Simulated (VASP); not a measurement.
# LiH in VASP: further runs

The runs below take LiH through single point, with HSE06.

All numbers are computed with VASP 6.6.1; they aren't measurements. Logs are shortened: lines on timing, memory, paths and dates and some standing lists are left out, and cuts for length are marked.

### 1 The cell of the first run

The structure is tetragonal, space group I4/mmm (No. 139). Conventional cell: a = 2.833 Å, b = 2.833 Å, c = 4.113 Å, α = 90.00°, β = 90.00°, γ = 90.00°. Li (site symmetry 4/mmm) has 6 H at 2.00 to 2.06 Å within 2.7 Å. H (site symmetry 4/mmm) has 6 Li at 2.00 to 2.06 Å within 2.7 Å.

### 2 Single point, HSE06 (uniaxial z strain +2.7%)

File POSCAR:

```
LiH
1.0
    0.0000000000      2.0029948411      2.0562745039
    2.0029948411      0.0000000000      2.0562745039
    2.0029948411      2.0029948411      0.0000000000
Li H
1 1
Direct
    0.0000000000      0.0000000000      0.0000000000
    0.5000000000      0.5000000000      0.5000000000
```

File INCAR.step1:

```
SYSTEM = LiH
ALGO = Normal
EDIFF = 1E-5
ENCUT = 520
GGA = PE
ISIF = 2
ISMEAR = 0
LASPH = .TRUE.
LCHARG = .FALSE.
LREAL = .FALSE.
LWAVE = .TRUE.
NBANDS = 9
NELM = 80
PREC = Accurate
SIGMA = 0.01
```

File INCAR.step2:

```
SYSTEM = LiH
ALGO = Normal
EDIFF = 1E-6
ENCUT = 520
GGA = PE
HFSCREEN = 0.2079
ISIF = 2
ISMEAR = 0
ISTART = 1
LASPH = .TRUE.
LCHARG = .FALSE.
LHFCALC = .TRUE.
LREAL = .FALSE.
LWAVE = .FALSE.
NBANDS = 9
NELM = 80
PREC = Accurate
PRECFOCK = Normal
SIGMA = 0.01
```

File KPOINTS:

```
k-points
0
G
  8 8 8
  0 0 0
```

Potentials or basis: VASP PAW PBE potentials, release 64 (Li_sv, H).

Started as:

```sh
cat potpaw_PBE.64/Li_sv/POTCAR potpaw_PBE.64/H/POTCAR > POTCAR
cp INCAR.step1 INCAR
mpirun -np 1 vasp_std > vasp.out
cp INCAR.step2 INCAR
mpirun -np 1 vasp_std > vasp.out
```

OUTCAR:

```text
SYSTEM = LiH
   EDIFF = 1E-6
   ENCUT = 520
   GGA = PE
   HFSCREEN = 0.2079
   ISIF = 2
   ISMEAR = 0
   ISTART = 1
   LASPH = .TRUE.
   LHFCALC = .TRUE.
   LREAL = .FALSE.
   NELM = 80
   PREC = Accurate
   PRECFOCK = Normal

 ion  position               nearest neighbor table
   1  0.000  0.000  0.000-
   2  0.500  0.500  0.500-

  LATTYP: Found a body centered tetragonal cell.
 ALAT       =     2.8326624696
 C/A-ratio  =     1.4518316432

  Lattice vectors:

 A1 = (  -2.0029948411,   0.0000000000,   2.0562745039)
 A2 = (   2.0029948411,   0.0000000000,   2.0562745039)
 A3 = (   0.0000000000,   2.0029948411,  -2.0562745039)

Analysis of symmetry for initial positions (statically):
=====================================================================
 Subroutine PRICEL returns:
 Original cell was already a primitive cell.

 Routine SETGRP: Setting up the symmetry group for a
 body centered tetragonal supercell.

 Subroutine GETGRP returns: Found 16 space group operations
 (whereof 16 operations were pure point group operations)
 out of a pool of 16 trial point group operations.

The static configuration has the point symmetry D_4h.

Analysis of symmetry for dynamics (positions and initial velocities):
=====================================================================
 Subroutine PRICEL returns:
 Original cell was already a primitive cell.

 Routine SETGRP: Setting up the symmetry group for a
 body centered tetragonal supercell.

 Subroutine GETGRP returns: Found 16 space group operations
 (whereof 16 operations were pure point group operations)
 out of a pool of 16 trial point group operations.

The dynamic configuration has the point symmetry D_4h.

 Subroutine INISYM returns: Found 16 space group operations
 (whereof 16 operations are pure point group operations),
 and found     1 'primitive' translations

----------------------------------------------------------------------------------------

                                     Primitive cell

  volume of cell :      16.4995

  direct lattice vectors                    reciprocal lattice vectors
     0.000000000  2.002994841  2.056274504    -0.249626205  0.249626205  0.243158197
     2.002994841  0.000000000  2.056274504     0.249626205 -0.249626205  0.243158197
     2.002994841  2.002994841  0.000000000     0.249626205  0.249626205 -0.243158197

  length of vectors
     2.870584116  2.870584116  2.832662470     0.428663496  0.428663496  0.428663496

[... 94 lines left out ...]
   EFERMI =   0.00;   METHOD = LEGACY
   ISMEAR =     0;   SIGMA  =   0.01  broadening in eV -4-tet -1-fermi 0-gaus
   EFERMI_NEDOS =   21; number of points for ismear=-14 and -15
   IALGO  =     38    algorithm
   IMIX   =      1    mixing-type and parameters
     AMIX     =   0.40;   BMIX     =  1.00
     AMIX_MAG =   1.60;   BMIX_MAG =  1.00
  volume/ion in A,a.u.               =       8.25        55.67
  Fermi-wavevector in a.u.,A,eV,Ry     =   1.020794  1.929020 14.177535  1.042019
  Thomas-Fermi vector in A             =   2.154383
   LORBIT       =      0    0 simple, 1 ext, 2 COOP (PROOUT), +10 PAW based schemes
   GGA     = PE    functional components
   LHFCALC =     T    Hartree Fock is set to
   PRECFOCK=normal    Normal, Fast or Accurate (Low or Medium for compatibility)
   ENCUT4O =  -1.0   cutoff for four orbital integrals eV
   NKREDX  =     1    reduce k-point grid by
   NKREDY  =     1    reduce k-point grid by
   NKREDZ  =     1    reduce k-point grid by
   AEXX    =    0.2500 exact exchange contribution
   HFSCREEN=    0.2079 screening length (either q_TF or 0.3 A-1)
   HFSCREENC=   0.2079 screening length for correlation (either q_TF or 0.3 A-1)
   ENCUTFOCK=  -1.0 apply spherical cutoff to Coloumb kernel
   IVDW    =     0    specifies the selected vdW correction
   LEPSILON=     F    determine dielectric tensor
   LRPA    =     F    only Hartree local field effects (RPA)
 non-spin polarized calculation
 Gauss-broadening in eV      SIGMA  =   0.01
  energy-cutoff  :      520.00
  volume of cell :       16.50
 maximum number of plane-waves:       454
 NGX is ok and might be reduce to    24
  NGX = 18; NGY = 18; NGZ = 16

 number of electron       3.9999997 magnetization

 Free energy of the ion-electron system (eV)
  ---------------------------------------------------
  ext. energy  EPLUGINS =         0.00000000
  ---------------------------------------------------
  free energy    TOTEN  =        -6.78262969 eV

  energy without entropy =       -6.78262969  energy(sigma->0) =       -6.78262969

 E-fermi :  -0.3772     XC(G=0):  -7.0623

 val. band max:       -0.6371950738   @ k =   0.5000   0.0000   0.5000
 cond. band min:       3.0378496707   @ k =   0.5000   0.5000   0.0000
 fundamental gap:      3.6750447445
 Fermi energy:        -0.3772228378

 k-point     1 :       0.0000    0.0000    0.0000
  band No.  band energies     occupation
      1     -48.0224      2.00000
      2      -6.6796      2.00000
      3      16.8837      0.00000
      4      18.4353      0.00000
      5      18.4353      0.00000
      6      18.6432      0.00000
      7      22.9741      0.00000
      8      23.1135      0.00000
      9      23.1135      0.00000
[... 265 lines left out ...]
 k-point    24 :       0.3750    0.0000    0.1250
  band No.  band energies     occupation
      1     -47.9834      2.00000
      2      -4.3067      2.00000
      3       7.7542      0.00000
      4      13.1223      0.00000
      5      14.5979      0.00000
      6      17.5419      0.00000
      7      22.4201      0.00000
      8      24.0285      0.00000
      9      24.2612      0.00000

 [... further k-points ...]

------------------------ aborting loop because EDIFF is reached ----------------------------------------

  FORCE on cell =-STRESS in cart. coord.  units (eV):
  Direction    XX          YY          ZZ          XY          YZ          ZX
  --------------------------------------------------------------------------------------
  -------------------------------------------------------------------------------------
  Total       -0.1028727     -0.1028727     -0.2719813      0.0000000      0.0000000      0.0000000
  in kB       -9.9894127     -9.9894127    -26.4106349      0.0000000      0.0000000      0.0000000
  external PRESSURE =     -15.4631534 kB  Pullay stress =       0.0000000 kB

 VOLUME and BASIS-vectors are now :
 -----------------------------------------------------------------------------
  energy-cutoff  :      520.00
  volume of cell :       16.50
      direct lattice vectors                 reciprocal lattice vectors
     0.000000000  2.002994841  2.056274504    -0.249626205  0.249626205  0.243158197
     2.002994841  0.000000000  2.056274504     0.249626205 -0.249626205  0.243158197
     2.002994841  2.002994841  0.000000000     0.249626205  0.249626205 -0.243158197

 POSITION                                       TOTAL-FORCE (eV/Angst)
 -----------------------------------------------------------------------------------
      0.00000      0.00000      0.00000         0.000000     -0.000000      0.000000
      2.00299      2.00299      2.05627        -0.000000      0.000000      0.000000
 -----------------------------------------------------------------------------------
    total drift:                               -0.000000     -0.000000      0.000000

  FREE ENERGIE OF THE ION-ELECTRON SYSTEM (eV)
  ---------------------------------------------------
  free  energy   TOTEN  =        -6.7826296902 eV

  energy  without entropy=       -6.7826296902  energy(sigma->0) =       -6.78262969
```

OUTCAR.step1:

```text
SYSTEM = LiH
   EDIFF = 1E-5
   ENCUT = 520
   GGA = PE
   ISIF = 2
   ISMEAR = 0
[... 512 lines left out ...]
      0.00000      0.00000      0.00000        -0.000000     -0.000000      0.000000
      2.00299      2.00299      2.05627         0.000000      0.000000     -0.000000
 -----------------------------------------------------------------------------------
    total drift:                                0.000000     -0.000000     -0.000000

  FREE ENERGIE OF THE ION-ELECTRON SYSTEM (eV)
  ---------------------------------------------------
  free  energy   TOTEN  =        -6.1243376817 eV

  energy  without entropy=       -6.1243376817  energy(sigma->0) =       -6.12433768
```

OSZICAR.step1:

```text
N       E                     dE             d eps       ncg     rms          rms(c)
DAV:   1    -0.115036283708E+01   -0.11504E+01   -0.14314E+03  1078   0.414E+02
DAV:   2    -0.628310059812E+01   -0.51327E+01   -0.51066E+01  1507   0.583E+01
DAV:   3    -0.636592639762E+01   -0.82826E-01   -0.82785E-01  1314   0.589E+00
DAV:   4    -0.636620053569E+01   -0.27414E-03   -0.27412E-03  1486   0.328E-01
DAV:   5    -0.636620123976E+01   -0.70407E-06   -0.70407E-06  1345   0.124E-02    0.286E+00
DAV:   6    -0.618327625930E+01    0.18292E+00   -0.15118E-01  1190   0.120E+00    0.143E+00
DAV:   7    -0.612256807499E+01    0.60708E-01   -0.19257E-01  1240   0.153E+00    0.220E-01
DAV:   8    -0.612441157503E+01   -0.18435E-02   -0.44115E-03  1254   0.431E-01    0.423E-02
DAV:   9    -0.612434341330E+01    0.68162E-04   -0.15082E-04  1373   0.468E-02    0.670E-03
DAV:  10    -0.612433768174E+01    0.57316E-05   -0.61208E-06   982   0.177E-02
   1 F= -.61243377E+01 E0= -.61243377E+01  d E =0.000000E+00
```

Wall time 11 min (1 thread of AMD EPYC 7R43 (Zen 3), shared host); peak memory 0.21 GiB.

What came out:

- Free energy: -6.7826 eV
- Band gap on the k mesh: 3.67 eV (least direct gap 3.90 eV)

Levels at points of the mesh, in eV from the valence-band top:
```tsv
k point	band 1	band 2	band 3	band 4	band 5
(0.00, 0.00, 0.00)	-47.39	-6.04	17.52	19.07	19.07
(0.50, 0.00, 0.00)	-47.34	-2.87	5.83	14.91	17.52
(0.50, 0.50, 0.00)	-47.33	-0.22	3.67	12.26	12.26
(0.50, 0.00, 0.50)	-47.32	0.00	4.03	11.73	11.95
```

Caveat: the cell differs from its parent crystal (uniaxial z strain +2.7%); the cutoff is under 1.25 times the usual one of these potentials, so pressure, stress and relaxed cells hold a basis-set (Pulay) error; the PAW data sets were made with another functional, which shifts forces and pressure a little. A k mesh can miss the band edges.

### 3 Single point, HSE06 (strain along [111] +0.9%)

File POSCAR:

```
LiH
1.0
    0.0114838371      2.0144786782      2.0144786782
    2.0144786782      0.0114838371      2.0144786782
    2.0144786782      2.0144786782      0.0114838371
Li H
1 1
Direct
    0.0000000000      0.0000000000      0.0000000000
    0.5000000000      0.5000000000      0.5000000000
```

File INCAR.step1:

```
SYSTEM = LiH
ALGO     = Normal         ! electronic algorithm
EDIFF    = 1E-5           ! SCF threshold, eV
ENCUT    = 520            ! plane-wave cutoff, eV
GGA      = PE             ! functional
ISIF     = 2              ! what is computed and relaxed
ISMEAR   = 0              ! smearing method
LASPH    = .TRUE.         ! aspherical terms in the spheres
LCHARG   = .FALSE.        ! write CHGCAR
LREAL    = .FALSE.        ! projectors in reciprocal space
LWAVE    = .TRUE.         ! write WAVECAR
NBANDS   = 9              ! bands
NELM     = 60             ! most SCF steps
PREC     = Accurate       ! precision mode
SIGMA    = 0.01           ! smearing width, eV
```

File INCAR.step2:

```
SYSTEM = LiH
ALGO     = Normal         ! electronic algorithm
EDIFF    = 1E-6           ! SCF threshold, eV
ENCUT    = 520            ! plane-wave cutoff, eV
GGA      = PE             ! functional
HFSCREEN = 0.2079         ! screening, 1/A
ISIF     = 2              ! what is computed and relaxed
ISMEAR   = 0              ! smearing method
ISTART   = 1            
LASPH    = .TRUE.         ! aspherical terms in the spheres
LCHARG   = .FALSE.        ! write CHGCAR
LHFCALC  = .TRUE.         ! exact exchange
LREAL    = .FALSE.        ! projectors in reciprocal space
LWAVE    = .FALSE.        ! write WAVECAR
NBANDS   = 9              ! bands
NELM     = 60             ! most SCF steps
PREC     = Accurate       ! precision mode
PRECFOCK = Normal       
SIGMA    = 0.01           ! smearing width, eV
```

KPOINTS is that of step 2.

Potentials or basis: VASP PAW PBE potentials, release 64 (Li_sv, H).

Started as:

```sh
cat potpaw_PBE.64/Li_sv/POTCAR potpaw_PBE.64/H/POTCAR > POTCAR
cp INCAR.step1 INCAR
mpirun -np 1 vasp_std > vasp.out
cp INCAR.step2 INCAR
mpirun -np 1 vasp_std > vasp.out
```

OUTCAR:

```text
SYSTEM = LiH
   EDIFF = 1E-6
   ENCUT = 520
   GGA = PE
   HFSCREEN = 0.2079
   ISIF = 2
   ISMEAR = 0
   ISTART = 1
   LASPH = .TRUE.
   LHFCALC = .TRUE.
   LREAL = .FALSE.
   NELM = 60
   PREC = Accurate
   PRECFOCK = Normal

 ion  position               nearest neighbor table
   1  0.000  0.000  0.000-
   2  0.500  0.500  0.500-

  LATTYP: Found a trigonal (rhomboedric) cell.
 ALAT       =     2.8489262132
 COS(alpha) =     0.5056924328

  Lattice vectors:

[... 482 lines left out ...]
 [... further k-points ...]

------------------------ aborting loop because EDIFF is reached ----------------------------------------

  FORCE on cell =-STRESS in cart. coord.  units (eV):
  Direction    XX          YY          ZZ          XY          YZ          ZX
  --------------------------------------------------------------------------------------
  -------------------------------------------------------------------------------------
  Total       -0.1009107     -0.1009107     -0.1009107     -0.0291084     -0.0291084     -0.0291084
  in kB       -9.9737727     -9.9737727     -9.9737727     -2.8770035     -2.8770035     -2.8770035
  external PRESSURE =      -9.9737727 kB  Pullay stress =       0.0000000 kB

 VOLUME and BASIS-vectors are now :
 -----------------------------------------------------------------------------
  energy-cutoff  :      520.00
  volume of cell :       16.21
      direct lattice vectors                 reciprocal lattice vectors
     0.011483837  2.014478678  2.014478678    -0.250335698  0.248916711  0.248916711
     2.014478678  0.011483837  2.014478678     0.248916711 -0.250335698  0.248916711
     2.014478678  2.014478678  0.011483837     0.248916711  0.248916711 -0.250335698

 POSITION                                       TOTAL-FORCE (eV/Angst)
 -----------------------------------------------------------------------------------
      0.00000      0.00000      0.00000        -0.000000      0.000000     -0.000000
      2.02022      2.02022      2.02022         0.000000     -0.000000      0.000000
 -----------------------------------------------------------------------------------
    total drift:                                0.000000     -0.000000      0.000000

  FREE ENERGIE OF THE ION-ELECTRON SYSTEM (eV)
  ---------------------------------------------------
  free  energy   TOTEN  =        -6.7857799838 eV

  energy  without entropy=       -6.7857799838  energy(sigma->0) =       -6.78577998
```

Wall time 8.7 min (1 thread of AMD EPYC 7R43 (Zen 3), shared host); peak memory 0.21 GiB.

What came out:

- Free energy: -6.7858 eV
- Band gap on the k mesh: 3.97 eV

Levels at points of the mesh, in eV from the valence-band top:
```csv
k point,band 1,band 2,band 3,band 4,band 5,band 6
"(0.00, 0.00, 0.00)",-47.29,-6.05,17.85,19.22,19.48,19.48
"(0.50, 0.00, 0.00)",-47.24,-2.83,5.96,15.15,17.87,17.96
"(0.50, 0.50, 0.00)",-47.23,0.00,3.97,12.04,12.24,15.23
"(0.50, 0.50, 0.50)",-47.25,-2.92,5.88,15.31,18.07,18.07
```

Caveat: the cell differs from its parent crystal (strain along [111] +0.9%); the cutoff is under 1.25 times the usual one of these potentials, so pressure, stress and relaxed cells hold a basis-set (Pulay) error; the PAW data sets were made with another functional, which shifts forces and pressure a little.
